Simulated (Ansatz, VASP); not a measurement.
# O in VASP and in Ansatz

```
O
1.0
     9.00000    0.00000    0.00000
     0.00000    9.50000    0.00000
     0.00000    0.00000   10.00000
O
2
Cartesian
  4.5000 4.7500 4.3973
  4.5000 4.7500 5.6027
```

Alike in both runs: functional r2SCAN; k mesh 1 × 1 × 1; collinear spin.

Ansatz relaxed the structure, and its values are those at the end. VASP's run is a single point on that final structure, the one shown.

|  | VASP | Ansatz |
| --- | --- | --- |
| version | VASP 6.6.1 | Ansatz 0.2.0 |
| potentials or method | VASP PAW PBE potentials, release 64 (O), cutoff 520 eV | plane waves, PAW |
| occupations | methfessel-paxton of order 1, width 0.05 eV | cold, width 0.05 eV |
| valence electrons in the cell | 12 | 12 |

```tsv
	VASP	Ansatz	Ansatz less VASP
rms of the force components (eV/Å)	0.835	0.003	-0.8316
net moment per atom (μB)	1.00	1.00	0.000
size of the moment on the site where the two differ most (μB)	0.83	0.57	-0.257
```

VASP's potentials were made for PBE, not for r2SCAN. Site moments also hang on the region over which each program counts them. Ansatz's warnings: end state compared, stress scf threshold loose.

Noted on VASP's run: the standard files for N, O and F lose accuracy on very short bonds.
